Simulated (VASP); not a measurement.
**BeTe: single point with PBE**

BeTe:

```
CELL_PARAMETERS angstrom
11.88374 0.00000 0.00000
0.00000 11.88374 0.00000
0.00000 0.00000 3.93477
ATOMIC_POSITIONS crystal
Be 0.57928 0.63647 0.00000
Be 0.86353 0.92072 0.50000
Be 0.42072 0.36353 0.00000
Be 0.13647 0.07928 0.50000
Be 0.63647 0.42072 0.50000
Be 0.92072 0.13647 0.00000
Be 0.36353 0.57928 0.50000
Be 0.07928 0.86353 0.00000
Te 0.00324 0.77920 0.50000
Te 0.27920 0.50324 0.00000
Te 0.99676 0.22080 0.50000
Te 0.72080 0.49676 0.00000
Te 0.22080 0.00324 0.00000
Te 0.49676 0.27920 0.50000
Te 0.77920 0.99676 0.00000
Te 0.50324 0.72080 0.50000
```

The cell was generated, and may not be a known phase.

| Quantity | Value |
| --- | --- |
| Program | VASP 6.6.1 |
| Task | single point |
| Functional | PBE |
| Potentials or basis | VASP PAW PBE potentials, release 64 (Be, Te) |
| Cutoff | 520 eV |
| k mesh | 4 × 4 × 8 |
| Occupations | gaussian, width 0.02 eV |
| Spin | no spin polarisation |

```json
{
 "Pressure": "0.1 GPa",
 "Largest force": "0.031 eV/Å",
 "Band gap on the k mesh": "1.94 eV"
}
```

Forces on the atoms (eV/Å):
```
Be   0.001 -0.001  0.000
Be   0.001 -0.001  0.000
Be  -0.001  0.001  0.000
Be  -0.001  0.001  0.000
Be  -0.001 -0.001  0.000
Be  -0.001 -0.001  0.000
Be   0.001  0.001  0.000
Be   0.001  0.001  0.000
Te   0.001 -0.031  0.000
Te  -0.031  0.001  0.000
Te  -0.001  0.031  0.000
Te   0.031 -0.001  0.000
Te   0.031  0.001  0.000
Te  -0.001 -0.031  0.000
Te  -0.031 -0.001  0.000
Te   0.001  0.031  0.000
```

Levels at points of the mesh, in eV from the valence-band top:
```tsv
k point	band 29	band 30	band 31	band 32	band 33	band 34	band 35	band 36
(0.00, 0.00, 0.00)	-0.50	-0.39	-0.06	0.00	1.94	2.56	3.16	3.16
(0.50, 0.00, 0.00)	-0.68	-0.68	-0.03	-0.03	2.24	2.24	3.17	3.17
(0.50, 0.50, 0.00)	-0.49	-0.49	-0.03	-0.03	2.28	2.28	3.15	3.15
(0.00, 0.00, 0.50)	-1.17	-1.17	-1.15	-1.15	2.69	2.69	2.77	2.77
(0.50, 0.00, 0.50)	-1.17	-1.17	-1.16	-1.16	2.82	2.82	2.85	2.85
(0.50, 0.50, 0.50)	-1.16	-1.16	-1.16	-1.16	2.85	2.85	2.85	2.85
```

Wall time 11 min on 1 thread of Intel(R) Xeon(R) Platinum 8488C (Sapphire Rapids), with other jobs on the host, peak memory 0.8 GiB.

Caveat: spin-orbit coupling is left out, which moves the levels of the heavy elements. A k mesh can miss the band edges.
